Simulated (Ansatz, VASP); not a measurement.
## Two plane-wave programs on MgS

File INCAR:

```
SYSTEM = MgS
  PREC = Accurate
  ENCUT = 600
  EDIFF = 1E-7
  ISMEAR = 0
  SIGMA = 0.02
  LREAL = .False.
  LASPH = .True.
  NELM = 120
  ALGO = Normal
  ISIF = 3
  LWAVE = .False.
  LCHARG = .False.
  GGA = PE
  IBRION = 2
  NSW = 100
  EDIFFG = -0.01
  GGA_COMPAT = .False.
  NELMIN = 4
```

File KPOINTS:

```
Automatic mesh
0
Gamma
  4 4 4
  0 0 0
```

POSCAR

```
MgS
1.0
    8.5615374125      0.0000000000      0.0000000000
    0.0000000000      8.5615374125      0.0000000000
    0.0000000000      0.0000000000      5.2598059817
Mg S
8 8
Direct
    0.6399223542      0.6464961519      0.0000000000
    0.8535038481      0.8600776458      0.5000000000
    0.3600776458      0.3535038481      0.0000000000
    0.1464961519      0.1399223542      0.5000000000
    0.6464961519      0.3600776458      0.5000000000
    0.8600776458      0.1464961519      0.0000000000
    0.3535038481      0.6399223542      0.5000000000
    0.1399223542      0.8535038481      0.0000000000
    0.1477332382      0.8450634101      0.5000000000
    0.3450634101      0.6477332382      0.0000000000
    0.8522667618      0.1549365899      0.5000000000
    0.6549365899      0.3522667618      0.0000000000
    0.1549365899      0.1477332382      0.0000000000
    0.3522667618      0.3450634101      0.5000000000
    0.8450634101      0.8522667618      0.0000000000
    0.6477332382      0.6549365899      0.5000000000
```

Input for Ansatz:

```yaml
crystal:
  lattice:
    - [8.5615374125, 0.0, 0.0]
    - [0.0, 8.5615374125, 0.0]
    - [0.0, 0.0, 5.2598059817]
  atoms:
    - { symbol: Mg, position: [0.6399223542, 0.6464961519, 0.0] }
    - { symbol: Mg, position: [0.8535038481, 0.8600776458, 0.5] }
    - { symbol: Mg, position: [0.3600776458, 0.3535038481, 0.0] }
    - { symbol: Mg, position: [0.1464961519, 0.1399223542, 0.5] }
    - { symbol: Mg, position: [0.6464961519, 0.3600776458, 0.5] }
    - { symbol: Mg, position: [0.8600776458, 0.1464961519, 0.0] }
    - { symbol: Mg, position: [0.3535038481, 0.6399223542, 0.5] }
    - { symbol: Mg, position: [0.1399223542, 0.8535038481, 0.0] }
    - { symbol: S, position: [0.1477332382, 0.8450634101, 0.5] }
    - { symbol: S, position: [0.3450634101, 0.6477332382, 0.0] }
    - { symbol: S, position: [0.8522667618, 0.1549365899, 0.5] }
    - { symbol: S, position: [0.6549365899, 0.3522667618, 0.0] }
    - { symbol: S, position: [0.1549365899, 0.1477332382, 0.0] }
    - { symbol: S, position: [0.3522667618, 0.3450634101, 0.5] }
    - { symbol: S, position: [0.8450634101, 0.8522667618, 0.0] }
    - { symbol: S, position: [0.6477332382, 0.6549365899, 0.5] }
basis:
  ecutwfc: 420
kpoints:
  mp_grid: { grid: [4, 4, 4] }
hamiltonian:
  xc: pbe
scf:
  occupations: { method: gaussian, width: 0.02 }
output:
  forces: true
  stress: true
  eigenvalues: true
  write_density: true
  write_potential: true
  elf: true
  volumetric_format: npy
relax:
  adjacent_minimum: "off"
  f_tol: 0.01
  max_steps: 80
  cell: { stress_tol: 0.05 }
```

Alike in both runs: task relaxation of cell and atoms; functional PBE; k mesh 4 × 4 × 4; occupations gaussian, width 0.02 eV; no spin polarisation.

|  | VASP | Ansatz |
| --- | --- | --- |
| version | VASP 6.6.1 | Ansatz 0.2.0 |
| potentials or method | VASP PAW PBE potentials, release 64 (Mg, S), cutoff 600 eV | scalar-relativistic, plane waves, PAW |
| valence electrons in the cell | 64 | 128 |

VASP gave:

- gap on the k mesh at the Fermi level, each at its own relaxed structure (eV): 2.94
- relaxed volume (Å³/atom): 23.96
- relaxed length of the cell vector where the two differ most in proportion (Å): 8.547

What did Ansatz give for the same quantities?

gap on the k mesh at the Fermi level, each at its own relaxed structure (eV): 2.94; relaxed volume (Å³/atom): 24.06; relaxed length of the cell vector where the two differ most in proportion (Å): 8.561.

VASP's potentials hold 64 valence electrons a cell and Ansatz's 128, so a difference there can come from the potentials and not from the codes.
